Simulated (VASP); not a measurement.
# Sn (I4/mmm) in VASP: further runs

The runs below take Sn through single point, with LDA, PBE.

All numbers are computed with VASP 6.6.1; they aren't measurements. Logs are shortened: lines on timing, memory, paths and dates and some standing lists are left out, and cuts for length are marked.

### Step 1. The cell of the first run

The structure is tetragonal, space group I4/mmm (No. 139). The conventional cell has a = 4.058 Å, b = 4.058 Å, c = 3.322 Å, α = 90.00°, β = 90.00°, γ = 90.00°. Within 4.4 Å of Sn (site symmetry 4/mmm) lie 14 Sn at 3.32 to 4.06 Å.

### Step 2. Single point, LDA

File INCAR:

```
SYSTEM = Sn
  PREC = Accurate
  ENCUT = 520
  EDIFF = 1E-6
  ISMEAR = -1
  SIGMA = 0.05
  LREAL = .FALSE.
  LASPH = .TRUE.
  NELM = 80
  ALGO = Fast
  ISIF = 2
  LWAVE = .FALSE.
  LCHARG = .FALSE.
  GGA = CA
  NBANDS = 13
```

File KPOINTS:

```
Automatic mesh
0
G
  10 10 10
  0 0 0
```

File POSCAR:

```
Sn
1.0
   -2.0291894110      2.0291894110      1.6607599896
    2.0291894110     -2.0291894110      1.6607599896
    2.0291894110      2.0291894110     -1.6607599896
Sn
1
Direct
    0.0000000000      0.0000000000      0.0000000000
```

Potentials or basis: VASP PAW LDA potentials, release 64 (Sn_d).

Launch:

```bash
> cat potpaw_LDA.64/Sn_d/POTCAR > POTCAR
> mpirun -np 1 vasp_std > vasp.out
```

OUTCAR:

```text
SYSTEM = Sn
   PREC = Accurate
   ENCUT = 520
   EDIFF = 1E-6
   ISMEAR = -1
   LREAL = .FALSE.
   LASPH = .TRUE.
   NELM = 80
   ISIF = 2
   GGA = CA

 ion  position               nearest neighbor table
   1  0.000  0.000  0.000-

  LATTYP: Found a body centered tetragonal cell.
 ALAT       =     4.0583788220
 C/A-ratio  =     0.8184351745

  Lattice vectors:

 A1 = (  -2.0291894110,   2.0291894110,   1.6607599896)
 A2 = (   2.0291894110,  -2.0291894110,   1.6607599896)
 A3 = (   2.0291894110,   2.0291894110,  -1.6607599896)

Analysis of symmetry for initial positions (statically):
=====================================================================
 Subroutine PRICEL returns:
 Original cell was already a primitive cell.

 Routine SETGRP: Setting up the symmetry group for a
 body centered tetragonal supercell.

 Subroutine GETGRP returns: Found 16 space group operations
 (whereof 16 operations were pure point group operations)
 out of a pool of 16 trial point group operations.

The static configuration has the point symmetry D_4h.

Analysis of symmetry for dynamics (positions and initial velocities):
=====================================================================
 Subroutine PRICEL returns:
 Original cell was already a primitive cell.

 Routine SETGRP: Setting up the symmetry group for a
 body centered tetragonal supercell.

 Subroutine GETGRP returns: Found 16 space group operations
 (whereof 16 operations were pure point group operations)
 out of a pool of 16 trial point group operations.

The dynamic configuration has the point symmetry D_4h.

 Subroutine INISYM returns: Found 16 space group operations
 (whereof 16 operations are pure point group operations),
 and found     1 'primitive' translations

----------------------------------------------------------------------------------------

                                     Primitive cell

  volume of cell :      27.3534

  direct lattice vectors                    reciprocal lattice vectors
    -2.029189411  2.029189411  1.660759990     0.000000000  0.246403809  0.301066983
     2.029189411 -2.029189411  1.660759990     0.246403809  0.000000000  0.301066983
     2.029189411  2.029189411 -1.660759990     0.246403809  0.246403809  0.000000000

  length of vectors
     3.315621069  3.315621069  3.315621069     0.389045197  0.389045197  0.348467608

  position of ions in fractional coordinates (direct lattice)
[... 79 lines left out ...]
   EDIFFG = 0.1E-04   stopping-criterion for IOM
   NSW    =      0    number of steps for IOM
   IBRION =     -1    ionic relax: 0-MD 1-quasi-New 2-CG
   NFREE  =      0    steps in history (QN), initial steepest desc. (CG)
   ISIF   =      2    stress and relaxation
   ISYM   =      2    0-nonsym 1-usesym 2-fastsym
   POTIM  = 0.5000    time-step for ionic-motion
   TEBEG  =    0.0;   TEEND  =   0.0 temperature during run
   PSTRESS=    0.0 pullay stress
   NELECT =      14.0000    total number of electrons
   NUPDOWN=      -1.0000    fix difference up-down
   EMIN   =  10.00;   EMAX   =-10.00  energy-range for DOS
   EFERMI =   0.00;   METHOD = LEGACY
   ISMEAR =    -1;   SIGMA  =   0.05  broadening in eV -4-tet -1-fermi 0-gaus
   EFERMI_NEDOS =   21; number of points for ismear=-14 and -15
   IALGO  =     68    algorithm
   IMIX   =      4    mixing-type and parameters
     AMIX     =   0.40;   BMIX     =  1.00
     AMIX_MAG =   1.60;   BMIX_MAG =  1.00
  volume/ion in A,a.u.               =      27.35       184.59
  Fermi-wavevector in a.u.,A,eV,Ry     =   1.309524  2.474642 23.331997  1.714853
  Thomas-Fermi vector in A             =   2.440117
   LORBIT       =      0    0 simple, 1 ext, 2 COOP (PROOUT), +10 PAW based schemes
   GGA     = CA    functional components
   LHFCALC =     F    Hartree Fock is set to
   AEXX    =    0.0000 exact exchange contribution
   IVDW    =     0    specifies the selected vdW correction
   LEPSILON=     F    determine dielectric tensor
   LRPA    =     F    only Hartree local field effects (RPA)
 non-spin polarized calculation
 RMM-DIIS sequential band-by-band and
  energy-cutoff  :      520.00
  volume of cell :       27.35
 maximum number of plane-waves:       754
 NGX is ok and might be reduce to    28
   NGX = 13   NGY = 13   NGZ = 13

 number of electron      14.0000001 magnetization

 Free energy of the ion-electron system (eV)
  ---------------------------------------------------
  ext. energy  EPLUGINS =         0.00000000
  ---------------------------------------------------
  free energy    TOTEN  =        -4.42849477 eV

  energy without entropy =       -4.42358842  energy(sigma->0) =       -4.42604159

 E-fermi :   7.6622     XC(G=0): -10.5652

 val. band max:        7.6447411697   @ k =  -0.3000  -0.4000   0.3000
 cond. band min:       7.7778714412   @ k =   0.4000   0.3000   0.1000
 fundamental gap:      0.1331302715
 Fermi energy:         7.6621870504

 k-point     1 :       0.0000    0.0000    0.0000
  band No.  band energies     occupation
      1     -13.7489      2.00000
      2     -13.6718      2.00000
      3     -13.6718      2.00000
      4     -13.6695      2.00000
      5     -13.5531      2.00000
      6      -3.3505      2.00000
      7      14.3792      0.00000
      8      14.3792      0.00000
      9      16.8721      0.00000
     10      18.0517      0.00000
     11      19.1727      0.00000
     12      20.3102      0.00000
     13      20.3102      0.00000
[... 354 lines left out ...]
  band No.  band energies     occupation
      1     -13.7204      2.00000
      2     -13.6387      2.00000
      3     -13.6125      2.00000
      4     -13.5823      2.00000
      5     -13.5610      2.00000
      6       1.6424      2.00000
      7       5.1511      2.00000
      8       6.6290      2.00000
      9      12.1139      0.00000
     10      16.8805      0.00000
     11      19.0082      0.00000
     12      23.6449      0.00000
     13      24.0862      0.00000

 [... further k-points ...]
[... 5 lines left out ...]
  --------------------------------------------------------------------------------------
  -------------------------------------------------------------------------------------
  Total       -0.5813664     -0.5813664     -0.4698428      0.0000000      0.0000000      0.0000000
  in kB      -34.0524556    -34.0524556    -27.5201702      0.0000000      0.0000000      0.0000000
  external PRESSURE =     -31.8750271 kB  Pullay stress =       0.0000000 kB

 VOLUME and BASIS-vectors are now :
 -----------------------------------------------------------------------------
  energy-cutoff  :      520.00
  volume of cell :       27.35
      direct lattice vectors                 reciprocal lattice vectors
    -2.029189411  2.029189411  1.660759990     0.000000000  0.246403809  0.301066983
     2.029189411 -2.029189411  1.660759990     0.246403809  0.000000000  0.301066983
     2.029189411  2.029189411 -1.660759990     0.246403809  0.246403809  0.000000000

 POSITION                                       TOTAL-FORCE (eV/Angst)
 -----------------------------------------------------------------------------------
      0.00000      0.00000      0.00000         0.000000      0.000000      0.000000
 -----------------------------------------------------------------------------------
    total drift:                               -0.000000     -0.000000     -0.000000

  FREE ENERGIE OF THE ION-ELECTRON SYSTEM (eV)
  ---------------------------------------------------
  free  energy   TOTEN  =        -4.4284947731 eV

  energy  without entropy=       -4.4235884159  energy(sigma->0) =       -4.42604159
```

OSZICAR:

```text
N       E                     dE             d eps       ncg     rms          rms(c)
DAV:   1     0.798504346857E+02    0.79850E+02   -0.71569E+03  2738   0.161E+03
DAV:   2     0.119826847052E+01   -0.78652E+02   -0.76208E+02  2832   0.340E+02
DAV:   3    -0.432289829104E+01   -0.55212E+01   -0.55055E+01  3162   0.723E+01
DAV:   4    -0.444102800015E+01   -0.11813E+00   -0.11811E+00  3142   0.114E+01
DAV:   5    -0.444526567978E+01   -0.42377E-02   -0.42376E-02  3412   0.212E+00    0.137E+00
RMM:   6    -0.443297831404E+01    0.12287E-01   -0.98796E-03  3330   0.127E+00    0.775E-01
RMM:   7    -0.442864387241E+01    0.43344E-02   -0.74546E-03  3312   0.953E-01    0.947E-02
RMM:   8    -0.442845872657E+01    0.18515E-03   -0.88467E-04  3720   0.436E-01    0.273E-02
RMM:   9    -0.442849286696E+01   -0.34140E-04   -0.35298E-04  4154   0.170E-01    0.212E-02
RMM:  10    -0.442849315340E+01   -0.28644E-06   -0.48206E-05  3526   0.100E-01    0.970E-03
RMM:  11    -0.442849437552E+01   -0.12221E-05   -0.24792E-05  4082   0.514E-02    0.597E-03
RMM:  12    -0.442849477307E+01   -0.39755E-06   -0.40805E-06  2813   0.199E-02
   1 F= -.44284948E+01 E0= -.44260416E+01  d E =-.490636E-02
```

stdout:

```text
POSCAR found type information on POSCAR Sn
 POSCAR found :  1 types and       1 ions
 scaLAPACK will be used
 LDA part: xc-table for (Slater(with rela. corr.)+CA(PZ))
 , standard interpolation
 POSCAR, INCAR and KPOINTS ok, starting setup
 FFT: planning ... GRIDC
 FFT: planning ... GRID_SOFT
 FFT: planning ... GRID
 WAVECAR not read
 entering main loop
```

Run time: 29 s. Hardware: 1 thread of Intel Xeon Platinum 8488C (Sapphire Rapids), shared host; peak memory 0.16 GiB.

What came out:

| Property | Result |
| --- | --- |
| Free energy | -4.4285 eV |
| Pressure | -3.2 GPa |
| Band gap on the k mesh | zero (band 7 reaches 14.38 eV, above the bottom of band 8 at 5.71 eV) |

Levels at points of the mesh, in eV from the Fermi level:
```csv
k point,band 5,band 6,band 7,band 8,band 9,band 10
"(0.00, 0.00, 0.00)",-21.22,-11.01,6.72,6.72,9.21,10.39
"(0.50, 0.00, 0.00)",-21.17,-5.79,-4.09,3.06,4.33,7.30
"(0.50, 0.50, 0.00)",-21.17,-7.28,-4.60,5.74,7.70,10.49
"(0.50, 0.50, 0.50)",-21.16,-3.47,-1.52,-1.52,2.53,3.22
```

Caveat: spin-orbit coupling is left out, which moves the levels of the heavy elements.

### Step 3. Single point, PBE

File INCAR:

```
ALGO = Normal ; EDIFF = 1E-6
ENCUT = 520 ; GGA = PE
ISIF = 2 ; ISMEAR = -1
LASPH = True ; LCHARG = False
LREAL = False ; LWAVE = False
NBANDS = 13 ; NELM = 80
PREC = Accurate ; SIGMA = 0.05
```

File KPOINTS:

```
k-points
0
Gamma
  10 10 10
```

POSCAR is that of step 2.

Potentials or basis: VASP PAW PBE potentials, release 64 (Sn_d).

Launch:

```bash
> cat potpaw_PBE.64/Sn_d/POTCAR > POTCAR
> mpirun -np 1 vasp_std > vasp.out
```

Run time: 39 s. Hardware: 1 thread of AMD EPYC 7R43 (Zen 3), shared host; peak memory 0.14 GiB.

Results (log left out):

```
Free energy            : -3.7791 eV
Pressure               : 0.8 GPa
Band gap on the k mesh : zero (band 7 reaches 14.75 eV, above the bottom of band 8 at 5.95 eV)
```

Stress tensor (GPa, compression positive):
```
0.42 0.00 0.00
0.00 0.42 0.00
0.00 0.00 1.71
```

Levels at points of the mesh, in eV from the Fermi level:
```
           k point  band 4  band 5  band 6  band 7  band 8  band 9  band 10  band 11
(0.00, 0.00, 0.00)  -21.45  -21.34  -11.00    6.80    6.80    9.37    10.29    11.43
(0.50, 0.00, 0.00)  -21.31  -21.29   -5.72   -4.12    3.11    4.37     7.22     7.41
(0.50, 0.50, 0.00)  -21.38  -21.30   -7.24   -4.64    5.82    7.78    10.41    10.97
(0.50, 0.50, 0.50)  -21.31  -21.28   -3.36   -1.53   -1.53    2.56     3.09     6.13
```

Caveat: spin-orbit coupling is left out, which moves the levels of the heavy elements.
